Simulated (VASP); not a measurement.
# AgBr (Fm-3m) in VASP: further runs, part 2 of 2

VASP 6.6.1.

**4. Single point, SVWN5**

INCAR

```
ALGO = Normal
EDIFF = 1E-6
ENCUT = 500
GGA = VW
GGA_COMPAT = F
ISIF = 2
ISMEAR = -1
LASPH = T
LCHARG = F
LREAL = F
LWAVE = F
NBANDS = 16
NELM = 120
PREC = Accurate
SIGMA = 0.05
```

KPOINTS

```
k-points
0
Gamma
  8 8 8
```

POSCAR

```
AgBr
1.0
    0.0000000000      2.8313594341      2.8313594341
    2.8313594341      0.0000000000      2.8313594341
    2.8313594341      2.8313594341      0.0000000000
Ag Br
1 1
Direct
    0.0000000000      0.0000000000      0.0000000000
    0.5000000000      0.5000000000      0.5000000000
```

Potentials or basis: VASP PAW PBE potentials, release 64 (Ag, Br).

Run with:

```bash
cat potpaw_PBE.64/Ag/POTCAR potpaw_PBE.64/Br/POTCAR > POTCAR
mpirun -np 1 vasp_std > vasp.out
```

OUTCAR:

```text
EDIFF = 1E-6
   ENCUT = 500
   GGA = VW
   ISIF = 2
   ISMEAR = -1
   LASPH = T
   LREAL = F
   NELM = 120
   PREC = Accurate

 ion  position               nearest neighbor table
   1  0.000  0.000  0.000-   2 2.83   2 2.83   2 2.83   2 2.83   2 2.83   2 2.83
   2  0.500  0.500  0.500-   1 2.83   1 2.83   1 2.83   1 2.83   1 2.83   1 2.83

  LATTYP: Found a face centered cubic cell.
 ALAT       =     5.6627188682

  Lattice vectors:

 A1 = (   0.0000000000,   2.8313594341,   2.8313594341)
 A2 = (   2.8313594341,   0.0000000000,   2.8313594341)
 A3 = (   2.8313594341,   2.8313594341,   0.0000000000)

Analysis of symmetry for initial positions (statically):
=====================================================================
 Subroutine PRICEL returns:
 Original cell was already a primitive cell.

 Routine SETGRP: Setting up the symmetry group for a
 face centered cubic supercell.

 Subroutine GETGRP returns: Found 48 space group operations
 (whereof 48 operations were pure point group operations)
 out of a pool of 48 trial point group operations.

The static configuration has the point symmetry O_h .

Analysis of symmetry for dynamics (positions and initial velocities):
=====================================================================
 Subroutine PRICEL returns:
 Original cell was already a primitive cell.

 Routine SETGRP: Setting up the symmetry group for a
 face centered cubic supercell.

 Subroutine GETGRP returns: Found 48 space group operations
 (whereof 48 operations were pure point group operations)
 out of a pool of 48 trial point group operations.

The dynamic configuration has the point symmetry O_h .

 Subroutine INISYM returns: Found 48 space group operations
 (whereof 48 operations are pure point group operations),
 and found     1 'primitive' translations

----------------------------------------------------------------------------------------

                                     Primitive cell

  volume of cell :      45.3957

  direct lattice vectors                    reciprocal lattice vectors
     0.000000000  2.831359434  2.831359434    -0.176593616  0.176593616  0.176593616
     2.831359434  0.000000000  2.831359434     0.176593616 -0.176593616  0.176593616
     2.831359434  2.831359434  0.000000000     0.176593616  0.176593616 -0.176593616

  length of vectors
     4.004146912  4.004146912  4.004146912     0.305869115  0.305869115  0.305869115

  position of ions in fractional coordinates (direct lattice)
     0.000000000  0.000000000  0.000000000
     0.500000000  0.500000000  0.500000000

  ion indices of the primitive-cell ions
   primitive index   ion index
                 1           1
                 2           2

----------------------------------------------------------------------------------------

 KPOINTS: k-points

Automatic generation of k-mesh.
 Grid dimensions read from file:
 generate k-points for:    8    8    8

 Generating k-lattice:

  Cartesian coordinates                     Fractional coordinates (reciprocal lattice)
    -0.022074202  0.022074202  0.022074202     0.125000000  0.000000000  0.000000000
     0.022074202 -0.022074202  0.022074202     0.000000000  0.125000000  0.000000000
     0.022074202  0.022074202 -0.022074202     0.000000000  0.000000000  0.125000000

  Length of vectors
     0.038233639  0.038233639  0.038233639

  Shift w.r.t. Gamma in fractional coordinates (k-lattice)
     0.000000000  0.000000000  0.000000000

 Subroutine IBZKPT returns following result:
 ===========================================

 Found     29 irreducible k-points:

 Following reciprocal coordinates:
            Coordinates               Weight
  0.000000  0.000000  0.000000      1.000000
  0.125000  0.000000  0.000000      8.000000
  0.250000  0.000000  0.000000      8.000000
  0.375000  0.000000  0.000000      8.000000
  0.500000  0.000000  0.000000      4.000000
  0.125000  0.125000  0.000000      6.000000
[... 16 lines left out ...]
  0.500000  0.250000  0.125000     48.000000
 -0.375000  0.250000  0.125000     24.000000
 [... further k-points ...]
   k-points           NKPTS =     29   k-points in BZ     NKDIM =     29   number of bands    NBANDS=     16
   number of dos      NEDOS =    301   number of ions     NIONS =      2
   total plane-waves  NPLWV =  27000
   dimension x,y,z NGX =    30 NGY =   30 NGZ =   30
   dimension x,y,z NGXF=    60 NGYF=   60 NGZF=   60
   ions per type =               1   1
   NGX,Y,Z   is equivalent  to a cutoff of  12.46, 12.46, 12.46 a.u.
   NGXF,Y,Z  is equivalent  to a cutoff of  24.91, 24.91, 24.91 a.u.
 SYSTEM =  unknown system
   PREC   = accura    normal or accurate (medium, high low for compatibility)
   ISTART =      0    job   : 0-new  1-cont  2-samecut
   ICHARG =      2    charge: 1-file 2-atom 10-const
   ISPIN  =      1    spin polarized calculation?
   LNONCOLLINEAR =      F non collinear calculations
   LSORBIT =      F    spin-orbit coupling
   LASPH  =      T    aspherical Exc in radial PAW
   ENCUT  =  500.0 eV  36.75 Ry    6.06 a.u.   7.30  7.30  7.30*2*pi/ulx,y,z
   NELM   =    120;   NELMIN=  2; NELMDL= -5     # of ELM steps
   EDIFF  = 0.1E-05   stopping-criterion for ELM
   LREAL  =      F    real-space projection
   EDIFFG = 0.1E-04   stopping-criterion for IOM
   NSW    =      0    number of steps for IOM
   IBRION =     -1    ionic relax: 0-MD 1-quasi-New 2-CG
   NFREE  =      0    steps in history (QN), initial steepest desc. (CG)
   ISIF   =      2    stress and relaxation
   ISYM   =      2    0-nonsym 1-usesym 2-fastsym
   POTIM  = 0.5000    time-step for ionic-motion
   TEBEG  =    0.0;   TEEND  =   0.0 temperature during run
   PSTRESS=    0.0 pullay stress
   NELECT =      18.0000    total number of electrons
   NUPDOWN=      -1.0000    fix difference up-down
   EMIN   =  10.00;   EMAX   =-10.00  energy-range for DOS
   EFERMI =   0.00;   METHOD = LEGACY
   ISMEAR =    -1;   SIGMA  =   0.05  broadening in eV -4-tet -1-fermi 0-gaus
   EFERMI_NEDOS =   21; number of points for ismear=-14 and -15
   IALGO  =     38    algorithm
   IMIX   =      4    mixing-type and parameters
     AMIX     =   0.40;   BMIX     =  1.00
     AMIX_MAG =   1.60;   BMIX_MAG =  1.00
  volume/ion in A,a.u.               =      22.70       153.17
  Fermi-wavevector in a.u.,A,eV,Ry     =   1.202709  2.272791 19.680958  1.446510
  Thomas-Fermi vector in A             =   2.338483
   LORBIT       =      0    0 simple, 1 ext, 2 COOP (PROOUT), +10 PAW based schemes
   GGA     = VW    functional components
   LHFCALC =     F    Hartree Fock is set to
   AEXX    =    0.0000 exact exchange contribution
   IVDW    =     0    specifies the selected vdW correction
   LEPSILON=     F    determine dielectric tensor
   LRPA    =     F    only Hartree local field effects (RPA)
 non-spin polarized calculation
  energy-cutoff  :      500.00
  volume of cell :       45.40
 maximum number of plane-waves:      1174
 NGX is ok and might be reduce to    30
   NGX = 15   NGY = 15   NGZ = 15

 number of electron      17.9999997 magnetization

 Free energy of the ion-electron system (eV)
  ---------------------------------------------------
  ext. energy  EPLUGINS =         0.00000000
  ---------------------------------------------------
  free energy    TOTEN  =        -6.38740561 eV

  energy without entropy =       -6.38722585  energy(sigma->0) =       -6.38731573

 E-fermi :   4.0717     XC(G=0): -10.4692

 val. band max:        3.8085290005   @ k =   0.5000   0.0000   0.0000
 cond. band min:       4.1884951927   @ k =   0.0000   0.0000   0.0000
 fundamental gap:      0.3799661922
 Fermi energy:         4.0717013063

 k-point     1 :       0.0000    0.0000    0.0000
  band No.  band energies     occupation
      1     -11.5966      2.00000
      2       0.7631      2.00000
      3       0.7631      2.00000
      4       0.7631      2.00000
      5       0.7631      2.00000
      6       0.7631      2.00000
[... 8 lines left out ...]
     15      15.4959      0.00000
     16      15.4959      0.00000

 k-point     2 :       0.1250    0.0000    0.0000
  band No.  band energies     occupation
      1     -11.5277      2.00000
      2       0.3482      2.00000
      3       0.3482      2.00000
      4       0.3833      2.00000
      5       0.8117      2.00000
      6       0.8117      2.00000
[... 8 lines left out ...]
     15      14.6900      0.00000
     16      14.9417      0.00000
[... 387 lines left out ...]
      5       0.9813      2.00000
      6       1.1169      2.00000
[... 8 lines left out ...]
     15      17.5839      0.00000
     16      17.8381      0.00000

 k-point    24 :      -0.3750    0.2500    0.1250
  band No.  band energies     occupation
      1     -11.0489      2.00000
      2      -1.4421      2.00000
      3      -0.6047      2.00000
      4      -0.5589      2.00000
      5       1.0570      2.00000
      6       1.1193      2.00000
[... 8 lines left out ...]
     15      16.4009      0.00000
     16      18.1916      0.00000

 [... further k-points ...]
[... 5 lines left out ...]
  --------------------------------------------------------------------------------------
  -------------------------------------------------------------------------------------
  Total       -0.6895178     -0.6895178     -0.6895178      0.0000000      0.0000000     -0.0000000
  in kB      -24.3355426    -24.3355426    -24.3355426      0.0000000      0.0000000     -0.0000000
  external PRESSURE =     -24.3355426 kB  Pullay stress =       0.0000000 kB

 VOLUME and BASIS-vectors are now :
 -----------------------------------------------------------------------------
  energy-cutoff  :      500.00
  volume of cell :       45.40
      direct lattice vectors                 reciprocal lattice vectors
     0.000000000  2.831359434  2.831359434    -0.176593616  0.176593616  0.176593616
     2.831359434  0.000000000  2.831359434     0.176593616 -0.176593616  0.176593616
     2.831359434  2.831359434  0.000000000     0.176593616  0.176593616 -0.176593616

 POSITION                                       TOTAL-FORCE (eV/Angst)
 -----------------------------------------------------------------------------------
      0.00000      0.00000      0.00000        -0.000000      0.000000      0.000000
      2.83136      2.83136      2.83136         0.000000     -0.000000     -0.000000
 -----------------------------------------------------------------------------------
    total drift:                               -0.000000      0.000000      0.000000

  FREE ENERGIE OF THE ION-ELECTRON SYSTEM (eV)
  ---------------------------------------------------
  free  energy   TOTEN  =        -6.3874056147 eV

  energy  without entropy=       -6.3872258520  energy(sigma->0) =       -6.38731573
```

OSZICAR:

```text
N       E                     dE             d eps       ncg     rms          rms(c)
DAV:   1     0.927260676268E+02    0.92726E+02   -0.84109E+03   968   0.977E+02
DAV:   2    -0.327177140191E+01   -0.95998E+02   -0.89210E+02  1160   0.210E+02
DAV:   3    -0.652780526078E+01   -0.32560E+01   -0.32496E+01  1128   0.403E+01
DAV:   4    -0.654479006263E+01   -0.16985E-01   -0.16984E-01  1176   0.316E+00
DAV:   5    -0.654495258802E+01   -0.16253E-03   -0.16253E-03  1168   0.295E-01    0.768E+00
DAV:   6    -0.639152049878E+01    0.15343E+00   -0.36320E-01  1120   0.812E+00    0.470E+00
DAV:   7    -0.638865431662E+01    0.28662E-02   -0.48958E-02  1008   0.145E+00    0.195E+00
DAV:   8    -0.638749254848E+01    0.11618E-02   -0.22513E-03  1176   0.467E-01    0.307E-01
DAV:   9    -0.638740402245E+01    0.88526E-04   -0.25615E-04  1088   0.189E-01    0.370E-02
DAV:  10    -0.638740466417E+01   -0.64173E-06   -0.11883E-05  1112   0.433E-02    0.159E-02
DAV:  11    -0.638740561467E+01   -0.95049E-06   -0.25993E-06  1096   0.115E-02
   1 F= -.63874056E+01 E0= -.63873157E+01  d E =-.179763E-03
```

Wall time 17 s (1 thread of Intel Xeon Platinum 8259CL at 2.50GHz (Skylake/Cascade Lake), shared host); peak memory 0.16 GiB.

What came out:

```
Free energy            : -6.3874 eV
Pressure               : -2.4 GPa
Band gap on the k mesh : 0.38 eV, indirect (least direct gap 2.46 eV)
```

Caveat: the PAW data sets were made with another functional, which shifts forces and pressure a little.

**5. Single point, SVWN5**

This run uses another cell than the first one, of 23.17 Å³/atom, 1.021 times its volume.

INCAR

```
SYSTEM = AgBr
ALGO = Normal ; EDIFF = 1E-6
ENCUT = 500 ; GGA = VW
GGA_COMPAT = .False. ; ISIF = 2
ISMEAR = -1 ; LASPH = .True.
LCHARG = .True. ; LELF = .True.
LREAL = .False. ; LVHAR = .True.
LWAVE = .False. ; NBANDS = 16
NELM = 120 ; PREC = Accurate
SIGMA = 0.05
```

KPOINTS

```
k-points
0
Gamma
  8 8 8
  0 0 0
```

POSCAR

```
AgBr
1.0
    0.0000000000      2.8508866679      2.8508866679
    2.8508866679      0.0000000000      2.8508866679
    2.8508866679      2.8508866679      0.0000000000
Ag Br
1 1
Direct
    0.0000000000      0.0000000000      0.0000000000
    0.5000000000      0.5000000000      0.5000000000
```

Run with:

```bash
cat potpaw_PBE.64/Ag/POTCAR potpaw_PBE.64/Br/POTCAR > POTCAR
mpirun -np 1 vasp_std > vasp.out
```

Wall time 17 s (1 thread of Intel Xeon Platinum 8259CL at 2.50GHz (Skylake/Cascade Lake), shared host); peak memory 0.15 GiB.

It converged, with:

```yaml
Free_energy: -6.3702 eV
Pressure: -3.4 GPa
Band_gap_on_the_k_mesh: 0.38 eV, indirect (least direct gap 2.38 eV)
```

Levels at points of the mesh, in eV from the valence-band top:
| k point | band 6 | band 7 | band 8 | band 9 | band 10 | band 11 | band 12 | band 13 |
| --- | --- | --- | --- | --- | --- | --- | --- | --- |
| (0.00, 0.00, 0.00) | -2.95 | -2.00 | -2.00 | -2.00 | 0.38 | 9.85 | 9.85 | 9.85 |
| (0.50, 0.00, 0.00) | -2.62 | -2.26 | 0.00 | 0.00 | 3.44 | 6.50 | 6.55 | 6.55 |
| (0.50, 0.50, 0.00) | -2.78 | -2.51 | -2.51 | -2.40 | 1.30 | 6.90 | 8.93 | 10.90 |

Caveat: the PAW data sets were made with another functional, which shifts forces and pressure a little.

**6. Single point, PBE+D3(BJ)**

This run uses another cell than the first one, of 23.64 Å³/atom, 1.042 times its volume.

INCAR

```
PREC = Accurate
ENCUT = 500
EDIFF = 1E-6
ISMEAR = -1
SIGMA = 0.05
LREAL = False
LASPH = True
NELM = 120
ALGO = Normal
ISIF = 2
LWAVE = False
LCHARG = False
GGA = PE
IVDW = 12
NBANDS = 16
GGA_COMPAT = False
```

KPOINTS

```
Automatic mesh
0
Gamma
  8 8 8
```

POSCAR

```
AgBr
1.0
    0.0000000000      2.8701500000      2.8701500000
    2.8701500000      0.0000000000      2.8701500000
    2.8701500000      2.8701500000      0.0000000000
Ag Br
1 1
Direct
    0.0000000000      0.0000000000      0.0000000000
    0.5000000000      0.5000000000      0.5000000000
```

Potentials or basis: VASP PAW PBE potentials, release 64 (Ag, Br).

Run with:

```bash
cat potpaw_PBE.64/Ag/POTCAR potpaw_PBE.64/Br/POTCAR > POTCAR
mpirun -np 1 vasp_std > vasp.out
```

Wall time 19 s (1 thread of Intel Xeon Platinum 8259CL at 2.50GHz (Skylake/Cascade Lake), shared host); peak memory 0.18 GiB.

Results (log left out):

* Free energy: -5.7143 eV
* Pressure: -0.3 GPa
* Band gap on the k mesh: 0.67 eV, indirect (least direct gap 2.61 eV)
* Dispersion energy per atom: -0.366 eV

Levels at points of the mesh, in eV from the valence-band top:
```
           k point  band 6  band 7  band 8  band 9  band 10  band 11  band 12  band 13
(0.00, 0.00, 0.00)   -2.80   -1.93   -1.93   -1.93     0.67     9.91     9.91     9.91
(0.50, 0.00, 0.00)   -2.49   -2.15    0.00    0.00     3.73     6.59     6.76     6.76
(0.50, 0.50, 0.00)   -2.64   -2.39   -2.39   -2.29     1.60     7.05     9.06    11.05
```

**7. Summary**

| level | cell | gap on the mesh (eV) | pressure (GPa) |
| --- | --- | --- | --- |
| RPBE | a = 4.004 Å, angles 60.0°, 2 atoms | 0.83 | 7.5 |
| RPBE | a = 4.032 Å, angles 60.0°, 2 atoms | 0.83 | 6.2 |
| SVWN5 | a = 4.004 Å, angles 60.0°, 2 atoms | 0.38 | -2.4 |
| SVWN5 | a = 4.032 Å, angles 60.0°, 2 atoms | 0.38 | -3.4 |
| PBE+D3(BJ) | a = 4.059 Å, angles 60.0°, 2 atoms | 0.67 | -0.3 |

Alike in all rows: task single point; potentials or basis VASP PAW PBE potentials, release 64 (Ag, Br); no spin polarisation; k mesh 8 × 8 × 8; cutoff (eV) 500; smearing fermi-dirac 0.05 eV.

Caveats: the PAW data sets were made with another functional, which shifts forces and pressure a little (some runs).

Absolute energies hang on the potentials; compare differences alone.
